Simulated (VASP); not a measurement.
Sc3Ge: single point with PBE

Crystal: Sc3Ge.

```
CELL_PARAMETERS angstrom
0.00000 3.67822 3.67822
3.67822 0.00000 3.67822
3.67822 3.67822 0.00000
ATOMIC_POSITIONS crystal
Sc 0.25000 0.25000 0.25000
Sc 0.75000 0.75000 0.75000
Sc 0.50000 0.50000 0.50000
Ge 0.00000 0.00000 0.00000
```

The cell was generated, and may not be a known phase.

- Program: VASP 6.6.1
- Task: single point
- Functional: PBE
- Potentials or basis: VASP PAW PBE potentials, release 64 (Sc_sv, Ge_d)
- Cutoff: 520 eV
- k mesh: 4 × 4 × 4
- Occupations: gaussian, width 0.1 eV
- Spin: no spin polarisation
- Dipole correction: no
- Further INCAR settings: ALGO = Fast; EDIFF = 1e-06; NBANDS = 32

The pressure is -8.6 GPa and the band gap on the k mesh is zero (an odd number of electrons rules out a gap without spin polarisation).

Levels at points of the mesh, in eV from the Fermi level:
```csv
k point,band 20,band 21,band 22,band 23,band 24,band 25,band 26,band 27,band 28,band 29
"(0.00, 0.00, 0.00)",-1.84,-1.84,-1.25,-0.83,-0.83,0.13,0.13,0.13,2.27,2.27
"(0.50, 0.00, 0.00)",-1.99,-1.99,-0.12,0.01,0.07,0.07,0.12,0.12,1.28,1.28
"(0.50, 0.50, 0.00)",-1.80,-1.71,-1.71,-1.41,0.33,0.33,0.37,1.19,1.19,1.27
```

It took 42 s on 1 thread of Intel(R) Xeon(R) Platinum 8488C (Sapphire Rapids) (shared host), peak memory 0.24 GiB.

Caveat: the k points lie up to 0.37 Å⁻¹ apart, too coarse for converged energies and pressures of a metal.
